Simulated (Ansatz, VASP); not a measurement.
**InAs in VASP and in Ansatz**

File POSCAR:

```
InAs
1.0
    0.0000000000      3.0180000000      3.0180000000
    3.0180000000      0.0000000000      3.0180000000
    3.0180000000      3.0180000000      0.0000000000
In As
1 1
Direct
    0.0000000000      0.0000000000      0.0000000000
    0.7500000000      0.7500000000      0.7500000000
```

INCAR.step1

```
PREC = Accurate
ENCUT = 520
EDIFF = 1E-5
ISMEAR = -1
SIGMA = 0.05
LREAL = False
LASPH = True
NELM = 150
ALGO = Normal
ISIF = 2
LWAVE = True
MAGMOM = 0 0 0 0 0 0
LORBIT = 11
LSORBIT = True
GGA_COMPAT = False
LORBMOM = True
GGA = PE
NBANDS = 30
```

The input INCAR.step2:

```
PREC = Accurate
ENCUT = 520
EDIFF = 1E-6
ISMEAR = -1
SIGMA = 0.05
LREAL = False
LASPH = True
NELM = 150
ALGO = Normal
ISIF = 2
LWAVE = False
LCHARG = True
MAGMOM = 0 0 0 0 0 0
LORBIT = 11
LSORBIT = True
GGA_COMPAT = False
LORBMOM = True
GGA = PE
LHFCALC = True
AEXX = 0.25
PRECFOCK = Normal
LVHAR = True
ISTART = 1
NBANDS = 30
```

Contents of KPOINTS:

```
regular mesh
0
Gamma
  4 4 4
```

File input.yaml:

```yaml
crystal:
  lattice:
    - [0.0, 3.018, 3.018]
    - [3.018, 0.0, 3.018]
    - [3.018, 3.018, 0.0]
  atoms:
    - { symbol: In, position: [0.0, 0.0, 0.0] }
    - { symbol: As, position: [0.75, 0.75, 0.75] }
hamiltonian:
  xc: pbe0
  pseudopotentials: { kind: paw_fr }
magnetization:
  noncollinear: true
  spin_orbit: true
kpoints:
  mp_grid: { grid: [4, 4, 4] }
scf:
  occupations: { method: fermi_dirac, width: 0.05 }
output:
  forces: true
  stress: true
  eigenvalues: true
```

Alike in both runs: task single point; functional PBE0; k mesh 4 × 4 × 4; occupations fermi-dirac, width 0.05 eV; non-collinear spin, spin-orbit coupling.

|  | VASP | Ansatz |
| --- | --- | --- |
| version | VASP 6.6.1 | Ansatz 0.2.0 |
| potentials or method | VASP PAW PBE potentials, release 64 (In_d, As) | Ansatz PAW |
| plane-wave cutoff (eV) | 520 | 420 |
| valence electrons in the cell | 18 | 28 |

```tsv
	VASP	Ansatz	Ansatz less VASP
pressure (GPa)	1.9	2.2	+0.26
```

With one functional, cell and mesh, what is left measures potentials, basis and numerics. VASP's potentials hold 18 valence electrons a cell and Ansatz's 28, so a difference there can come from the potentials and not from the codes.

The k mesh is coarse, so the values compare programs but aren't converged.
